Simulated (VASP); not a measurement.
# NiO in VASP: notebook, part 2 of 3

VASP 6.6.1.

**3. Electric field gradients, PBE, collinear spin, ferromagnetic start (equal xx and yy strain of -2 %)**

Contents of INCAR:

```
SYSTEM = NiO
PREC = Accurate ; ENCUT = 520
EDIFF = 1E-8 ; ISMEAR = -1
SIGMA = 0.03 ; LREAL = .FALSE.
LASPH = .TRUE. ; NELM = 150
ALGO = Normal ; ISIF = 2
LWAVE = .FALSE. ; LCHARG = .FALSE.
ISPIN = 2 ; MAGMOM = 1.5 0
LORBIT = 11 ; LMAXMIX = 4
GGA = PE ; LEFG = .TRUE.
NBANDS = 19
```

Contents of KPOINTS:

```
Automatic mesh
0
G
  17 17 17
  0 0 0
```

Contents of POSCAR:

```
NiO
1.0
    0.0000000000      2.0494838000      2.0913100000
    2.0494838000      0.0000000000      2.0913100000
    2.0494838000      2.0494838000      0.0000000000
Ni O
1 1
Direct
    0.0000000000      0.0000000000      0.0000000000
    0.5000000000      0.5000000000      0.5000000000
```

Potentials or basis: VASP PAW PBE potentials, release 64 (Ni, O).

Command:

```sh
cat potpaw_PBE.64/Ni/POTCAR potpaw_PBE.64/O/POTCAR > POTCAR
mpirun -np 1 vasp_std > vasp.out
```

OUTCAR:

```text
SYSTEM = NiO
   PREC = Accurate
   ENCUT = 520
   EDIFF = 1E-8
   ISMEAR = -1
   LREAL = .FALSE.
   LASPH = .TRUE.
   NELM = 150
   ISIF = 2
   ISPIN = 2
   LORBIT = 11
   GGA = PE

 ion  position               nearest neighbor table
   1  0.000  0.000  0.000-   2 2.05   2 2.05   2 2.05   2 2.05   2 2.09   2 2.09
   2  0.500  0.500  0.500-   1 2.05   1 2.05   1 2.05   1 2.05   1 2.09   1 2.09

  LATTYP: Found a body centered tetragonal cell.
 ALAT       =     2.8984077858
 C/A-ratio  =     1.4430750636

  Lattice vectors:

 A1 = (  -2.0494838000,   0.0000000000,   2.0913100000)
 A2 = (   2.0494838000,   0.0000000000,   2.0913100000)
 A3 = (   0.0000000000,   2.0494838000,  -2.0913100000)

Analysis of symmetry for initial positions (statically):
=====================================================================
 Subroutine PRICEL returns:
 Original cell was already a primitive cell.

 Routine SETGRP: Setting up the symmetry group for a
 body centered tetragonal supercell.

 Subroutine GETGRP returns: Found 16 space group operations
 (whereof 16 operations were pure point group operations)
 out of a pool of 16 trial point group operations.

The static configuration has the point symmetry D_4h.

Analysis of symmetry for dynamics (positions and initial velocities):
=====================================================================
 Subroutine PRICEL returns:
 Original cell was already a primitive cell.

 Routine SETGRP: Setting up the symmetry group for a
 body centered tetragonal supercell.

 Subroutine GETGRP returns: Found 16 space group operations
 (whereof 16 operations were pure point group operations)
 out of a pool of 16 trial point group operations.

The dynamic configuration has the point symmetry D_4h.

Analysis of structural, dynamic, and magnetic symmetry:
=====================================================================
 Subroutine PRICEL returns:
 Original cell was already a primitive cell.

 Routine SETGRP: Setting up the symmetry group for a
 body centered tetragonal supercell.

 Subroutine GETGRP returns: Found 16 space group operations
 (whereof 16 operations were pure point group operations)
 out of a pool of 16 trial point group operations.

The overall configuration has the point symmetry D_4h.

 Subroutine INISYM returns: Found 16 space group operations
 (whereof 16 operations are pure point group operations),
 and found     1 'primitive' translations

----------------------------------------------------------------------------------------

                                     Primitive cell

  volume of cell :      17.5686

  direct lattice vectors                    reciprocal lattice vectors
     0.000000000  2.049483800  2.091310000    -0.243963870  0.243963870  0.239084593
     2.049483800  0.000000000  2.091310000     0.243963870 -0.243963870  0.239084593
     2.049483800  2.049483800  0.000000000     0.243963870  0.243963870 -0.239084593

  length of vectors
     2.928132743  2.928132743  2.898407786     0.419759672  0.419759672  0.419759672

  position of ions in fractional coordinates (direct lattice)
     0.000000000  0.000000000  0.000000000
[... 109 lines left out ...]
 spin polarized calculation
  energy-cutoff  :      520.00
  volume of cell :       17.57
 maximum number of plane-waves:       497
 NGX is ok and might be reduce to    24
   NGX = 11   NGY = 11   NGZ = 11

 number of electron      15.9999990 magnetization       1.5763177

 Free energy of the ion-electron system (eV)
  ---------------------------------------------------
  ext. energy  EPLUGINS =         0.00000000
  ---------------------------------------------------
  free energy    TOTEN  =       -11.43776600 eV

  energy without entropy =      -11.43369146  energy(sigma->0) =      -11.43572873

 E-fermi :   8.4793     XC(G=0): -12.8929

 val. band max:        8.4779081872   @ k =  -0.1765   0.1765   0.0000
 cond. band min:       8.4810106069   @ k =  -0.4118   0.0588   0.0000
 fundamental gap:      0.0031024197
 Fermi energy:         8.4793302055

 spin component 1

 k-point     1 :       0.0000    0.0000    0.0000
  band No.  band energies     occupation
      1     -12.3072      1.00000
      2       5.2381      1.00000
      3       5.2381      1.00000
      4       5.3010      1.00000
      5       5.3864      1.00000
      6       5.4058      1.00000
[... 517 lines left out ...]
     18      36.4654      0.00000
     19      38.8620      0.00000

 [... further k-points ...]

 spin component 2

 k-point     1 :       0.0000    0.0000    0.0000
  band No.  band energies     occupation
      1     -11.9310      1.00000
      2       5.6659      1.00000
      3       5.6659      1.00000
      4       5.7607      1.00000
      5       6.4485      1.00000
      6       6.5525      1.00000
[... 517 lines left out ...]
     18      36.9835      0.00000
     19      39.4059      0.00000

 [... further k-points ...]

------------------------ aborting loop because EDIFF is reached ----------------------------------------

  FORCE on cell =-STRESS in cart. coord.  units (eV):
  Direction    XX          YY          ZZ          XY          YZ          ZX
  --------------------------------------------------------------------------------------
  -------------------------------------------------------------------------------------
  Total        1.3922251      1.3922251      1.1022844      0.0000000      0.0000000      0.0000000
  in kB      126.9646055    126.9646055    100.5233254      0.0000000      0.0000000      0.0000000
  external PRESSURE =     118.1508455 kB  Pullay stress =       0.0000000 kB

 VOLUME and BASIS-vectors are now :
 -----------------------------------------------------------------------------
  energy-cutoff  :      520.00
  volume of cell :       17.57
      direct lattice vectors                 reciprocal lattice vectors
     0.000000000  2.049483800  2.091310000    -0.243963870  0.243963870  0.239084593
     2.049483800  0.000000000  2.091310000     0.243963870 -0.243963870  0.239084593
     2.049483800  2.049483800  0.000000000     0.243963870  0.243963870 -0.239084593

 POSITION                                       TOTAL-FORCE (eV/Angst)
 -----------------------------------------------------------------------------------
      0.00000      0.00000      0.00000         0.000000     -0.000000      0.000000
      2.04948      2.04948      2.09131        -0.000000      0.000000      0.000000
 -----------------------------------------------------------------------------------
    total drift:                                0.000000     -0.000000     -0.000000

  FREE ENERGIE OF THE ION-ELECTRON SYSTEM (eV)
  ---------------------------------------------------
  free  energy   TOTEN  =       -11.4377659994 eV

  energy  without entropy=      -11.4336914566  energy(sigma->0) =      -11.43572873

 Electric field gradients (V/A^2)
---------------------------------------------------------------------
 ion       V_xx      V_yy      V_zz      V_xy      V_xz      V_yz
---------------------------------------------------------------------
   1      -0.530    -0.530     1.061    -0.000    -0.001    -0.001
   2       2.121     2.121    -4.242    -0.001    -0.001    -0.001
---------------------------------------------------------------------

 Electric field gradients after diagonalization (V/A^2)
 (convention: |V_zz| > |V_xx| > |V_yy|)
----------------------------------------------------------------------
 ion       V_xx      V_yy      V_zz     asymmetry (V_yy - V_xx)/ V_zz
----------------------------------------------------------------------
   1      -0.531    -0.530     1.061       0.001
   2       2.122     2.120    -4.242       0.001
----------------------------------------------------------------------

           NMR quadrupolar parameters

 Cq : quadrupolar parameter    Cq=e*Q*V_zz/h
 eta: asymmetry parameters     (V_yy - V_xx)/ V_zz
 Q  : nuclear electric quadrupole moment in mb (millibarn)
----------------------------------------------------------------------
 ion       Cq(MHz)       eta       Q (mb)
----------------------------------------------------------------------
   1       0.003       0.001       1.000
   2      -0.010       0.001       1.000
----------------------------------------------------------------------

 total charge

# of ion       s       p       d       tot
------------------------------------------
    1        0.343   0.433   8.289   9.065
    2        1.558   3.435   0.000   4.993
--------------------------------------------------
tot          1.902   3.868   8.289  14.058

 magnetization (x)

# of ion       s       p       d       tot
------------------------------------------
    1        0.012   0.015   1.283   1.310
    2        0.028   0.201   0.000   0.229
--------------------------------------------------
tot          0.040   0.216   1.283   1.539
```

It took 1.9 min on 1 thread of Intel Xeon 6975P-C (Granite Rapids), shared host; peak memory 0.32 GiB.

What came out:

- Free energy: -11.4378 eV
- Pressure: 11.8 GPa
- Net moment: 1.58 μB per cell
- Site moments: Ni +1.31; O +0.23 μB
- Largest electric field gradient by atom: Ni +1.1; O -4.2 V/Å²
- Valence electrons inside the program's atomic spheres: Ni 9.06; O 4.99

Stress tensor (GPa, compression positive):
```
12.70  0.00  0.00
 0.00 12.70  0.00
 0.00  0.00 10.05
```

Electric field gradients, principal values (V/Å²):
```tsv
atom	least	middle	greatest (by size)
1 Ni	-0.530	-0.531	1.061
2 O	2.120	2.122	-4.242
```

Caveat: the cell differs from its parent crystal (equal xx and yy strain of -2 %); the cell stands under pressure; without QUAD_EFG the Cq values of the log hold for a quadrupole moment of 1 mb, not for the nuclei; a cell with one magnetic atom can't hold antiferromagnetic order, which such compounds often take; semilocal functionals often make such compounds metallic where correlation or magnetic order opens a gap, which also shifts bond lengths.

**4. Electric field gradients, PBE, collinear spin, ferromagnetic start**

Contents of INCAR:

```
SYSTEM = NiO
  ALGO = Normal
  EDIFF = 1E-8
  ENCUT = 520
  GGA = PE
  ISIF = 2
  ISMEAR = -1
  ISPIN = 2
  LASPH = .TRUE.
  LCHARG = .FALSE.
  LEFG = .TRUE.
  LMAXMIX = 4
  LORBIT = 11
  LREAL = .FALSE.
  LWAVE = .FALSE.
  MAGMOM = 1.5 0
  NBANDS = 19
  NELM = 150
  PREC = Accurate
  SIGMA = 0.03
```

Contents of KPOINTS:

```
k-points
0
G
  17 17 17
  0 0 0
```

Contents of POSCAR:

```
NiO
1.0
    0.0000000000      2.0913100000      2.0913100000
    2.0913100000      0.0000000000      2.0913100000
    2.0913100000      2.0913100000      0.0000000000
Ni O
1 1
Direct
    0.0000000000      0.0000000000      0.0000000000
    0.5000000000      0.5000000000      0.5000000000
```

Potentials or basis: VASP PAW PBE potentials, release 64 (Ni, O).

Command:

```sh
cat potpaw_PBE.64/Ni/POTCAR potpaw_PBE.64/O/POTCAR > POTCAR
mpirun -np 1 vasp_std > vasp.out
```

OUTCAR:

```text
SYSTEM = NiO
   EDIFF = 1E-8
   ENCUT = 520
   GGA = PE
   ISIF = 2
   ISMEAR = -1
   ISPIN = 2
   LASPH = .TRUE.
   LORBIT = 11
   LREAL = .FALSE.
   NELM = 150
   PREC = Accurate

 ion  position               nearest neighbor table
   1  0.000  0.000  0.000-   2 2.09   2 2.09   2 2.09   2 2.09   2 2.09   2 2.09
   2  0.500  0.500  0.500-   1 2.09   1 2.09   1 2.09   1 2.09   1 2.09   1 2.09

  LATTYP: Found a face centered cubic cell.
 ALAT       =     4.1826200000

  Lattice vectors:

 A1 = (   0.0000000000,   2.0913100000,   2.0913100000)
 A2 = (   2.0913100000,   0.0000000000,   2.0913100000)
 A3 = (   2.0913100000,   2.0913100000,   0.0000000000)

Analysis of symmetry for initial positions (statically):
=====================================================================
 Subroutine PRICEL returns:
 Original cell was already a primitive cell.

 Routine SETGRP: Setting up the symmetry group for a
 face centered cubic supercell.

 Subroutine GETGRP returns: Found 48 space group operations
 (whereof 48 operations were pure point group operations)
 out of a pool of 48 trial point group operations.

The static configuration has the point symmetry O_h .

Analysis of symmetry for dynamics (positions and initial velocities):
=====================================================================
 Subroutine PRICEL returns:
 Original cell was already a primitive cell.

 Routine SETGRP: Setting up the symmetry group for a
 face centered cubic supercell.

 Subroutine GETGRP returns: Found 48 space group operations
 (whereof 48 operations were pure point group operations)
 out of a pool of 48 trial point group operations.

The dynamic configuration has the point symmetry O_h .

Analysis of structural, dynamic, and magnetic symmetry:
=====================================================================
 Subroutine PRICEL returns:
 Original cell was already a primitive cell.

 Routine SETGRP: Setting up the symmetry group for a
 face centered cubic supercell.

 Subroutine GETGRP returns: Found 48 space group operations
 (whereof 48 operations were pure point group operations)
 out of a pool of 48 trial point group operations.

The overall configuration has the point symmetry O_h .

 Subroutine INISYM returns: Found 48 space group operations
 (whereof 48 operations are pure point group operations),
 and found     1 'primitive' translations

----------------------------------------------------------------------------------------

                                     Primitive cell

  volume of cell :      18.2930

  direct lattice vectors                    reciprocal lattice vectors
     0.000000000  2.091310000  2.091310000    -0.239084593  0.239084593  0.239084593
     2.091310000  0.000000000  2.091310000     0.239084593 -0.239084593  0.239084593
     2.091310000  2.091310000  0.000000000     0.239084593  0.239084593 -0.239084593

  length of vectors
     2.957558965  2.957558965  2.957558965     0.414106662  0.414106662  0.414106662

  position of ions in fractional coordinates (direct lattice)
[... 109 lines left out ...]
   LRPA    =     F    only Hartree local field effects (RPA)
 spin polarized calculation
  energy-cutoff  :      520.00
  volume of cell :       18.29
 maximum number of plane-waves:       531
 NGX is ok and might be reduce to    24
   NGX = 11   NGY = 11   NGZ = 11

 number of electron      16.0000005 magnetization       1.7109378

 Free energy of the ion-electron system (eV)
  ---------------------------------------------------
  ext. energy  EPLUGINS =         0.00000000
  ---------------------------------------------------
  free energy    TOTEN  =       -11.47558546 eV

  energy without entropy =      -11.47210168  energy(sigma->0) =      -11.47384357

 E-fermi :   7.8550     XC(G=0): -12.6543

 val. band max:        7.8475532638   @ k =   0.4118   0.1176   0.0588
 cond. band min:       7.8573168683   @ k =   0.1176   0.0588   0.0000
 fundamental gap:      0.0097636045
 Fermi energy:         7.8549840950

 spin component 1

 k-point     1 :       0.0000    0.0000    0.0000
  band No.  band energies     occupation
      1     -12.4975      1.00000
      2       4.7403      1.00000
      3       4.7404      1.00000
      4       4.8518      1.00000
      5       4.8518      1.00000
      6       4.8518      1.00000
[... 517 lines left out ...]
     18      35.6120      0.00000
     19      37.0951      0.00000

 [... further k-points ...]

 spin component 2

 k-point     1 :       0.0000    0.0000    0.0000
  band No.  band energies     occupation
      1     -12.0754      1.00000
      2       5.3399      1.00000
      3       5.3399      1.00000
      4       5.3399      1.00000
      5       6.0047      1.00000
      6       6.0049      1.00000
[... 517 lines left out ...]
     18      36.1662      0.00000
     19      37.6820      0.00000

 [... further k-points ...]

------------------------ aborting loop because EDIFF is reached ----------------------------------------

  FORCE on cell =-STRESS in cart. coord.  units (eV):
  Direction    XX          YY          ZZ          XY          YZ          ZX
  --------------------------------------------------------------------------------------
  -------------------------------------------------------------------------------------
  Total        0.4332583      0.4332583      0.4332583      0.0000000      0.0000000      0.0000000
  in kB       37.9465449     37.9465449     37.9465449      0.0000000      0.0000000      0.0000000
  external PRESSURE =      37.9465449 kB  Pullay stress =       0.0000000 kB

 VOLUME and BASIS-vectors are now :
 -----------------------------------------------------------------------------
  energy-cutoff  :      520.00
  volume of cell :       18.29
      direct lattice vectors                 reciprocal lattice vectors
     0.000000000  2.091310000  2.091310000    -0.239084593  0.239084593  0.239084593
     2.091310000  0.000000000  2.091310000     0.239084593 -0.239084593  0.239084593
     2.091310000  2.091310000  0.000000000     0.239084593  0.239084593 -0.239084593

 POSITION                                       TOTAL-FORCE (eV/Angst)
 -----------------------------------------------------------------------------------
      0.00000      0.00000      0.00000        -0.000000     -0.000000     -0.000000
      2.09131      2.09131      2.09131         0.000000      0.000000      0.000000
 -----------------------------------------------------------------------------------
    total drift:                                0.000000     -0.000000     -0.000000

  FREE ENERGIE OF THE ION-ELECTRON SYSTEM (eV)
  ---------------------------------------------------
  free  energy   TOTEN  =       -11.4755854558 eV

  energy  without entropy=      -11.4721016809  energy(sigma->0) =      -11.47384357

 Electric field gradients (V/A^2)
---------------------------------------------------------------------
 ion       V_xx      V_yy      V_zz      V_xy      V_xz      V_yz
---------------------------------------------------------------------
   1      -0.000    -0.000     0.000    -0.002    -0.002    -0.002
   2       0.000     0.000     0.000    -0.002    -0.002    -0.002
---------------------------------------------------------------------

 Electric field gradients after diagonalization (V/A^2)
 (convention: |V_zz| > |V_xx| > |V_yy|)
----------------------------------------------------------------------
 ion       V_xx      V_yy      V_zz     asymmetry (V_yy - V_xx)/ V_zz
----------------------------------------------------------------------
   1       0.002     0.002    -0.004       0.000
   2       0.002     0.002    -0.003       0.000
----------------------------------------------------------------------

           NMR quadrupolar parameters

 Cq : quadrupolar parameter    Cq=e*Q*V_zz/h
 eta: asymmetry parameters     (V_yy - V_xx)/ V_zz
 Q  : nuclear electric quadrupole moment in mb (millibarn)
----------------------------------------------------------------------
 ion       Cq(MHz)       eta       Q (mb)
----------------------------------------------------------------------
   1      -0.000       0.000       1.000
   2      -0.000       0.000       1.000
----------------------------------------------------------------------

 total charge

# of ion       s       p       d       tot
------------------------------------------
    1        0.330   0.401   8.248   8.980
    2        1.557   3.419   0.000   4.976
--------------------------------------------------
tot          1.887   3.820   8.248  13.956

 magnetization (x)

# of ion       s       p       d       tot
------------------------------------------
    1        0.011   0.015   1.385   1.411
    2        0.028   0.230   0.000   0.257
--------------------------------------------------
tot          0.039   0.245   1.385   1.669
```

OSZICAR:

```text
N       E                     dE             d eps       ncg     rms          rms(c)
DAV:   1     0.861878872485E+02    0.86188E+02   -0.69905E+03 13295   0.104E+03
[... 12 lines left out ...]
DAV:  14    -0.114755847338E+02    0.13066E-05   -0.62160E-06 16941   0.445E-02    0.568E-03
DAV:  15    -0.114755853196E+02   -0.58575E-06   -0.12187E-06 14506   0.110E-02    0.221E-03
DAV:  16    -0.114755854252E+02   -0.10562E-06   -0.92286E-08 16457   0.657E-03    0.729E-04
DAV:  17    -0.114755854937E+02   -0.68500E-07   -0.47866E-08 15117   0.467E-03    0.118E-03
DAV:  18    -0.114755854773E+02    0.16457E-07   -0.10166E-08  8316   0.193E-03    0.722E-04
DAV:  19    -0.114755854605E+02    0.16757E-07   -0.57579E-09  7334   0.152E-03    0.710E-05
DAV:  20    -0.114755854558E+02    0.46953E-08   -0.27582E-09  6477   0.399E-04
   1 F= -.11475585E+02 E0= -.11473844E+02  d E =-.348377E-02  mag=     1.7109
```

Wall time 2 min (1 thread of Intel Xeon Platinum 8488C (Sapphire Rapids), shared host); peak memory 0.21 GiB.

What came out:

| Quantity | Value |
| --- | --- |
| Free energy | -11.4756 eV |
| Pressure | 3.8 GPa |
| Net moment | 1.71 μB per cell |
| Site moments | Ni +1.41; O +0.26 μB |
| Largest electric field gradient by atom | under 0.05 V/Å² on every atom |
| Valence electrons inside the program's atomic spheres | Ni 8.98; O 4.98 |

Caveat: the cell stands under pressure; a cell with one magnetic atom can't hold antiferromagnetic order, which such compounds often take; semilocal functionals often make such compounds metallic where correlation or magnetic order opens a gap, which also shifts bond lengths.

[end of part 2 of 3]
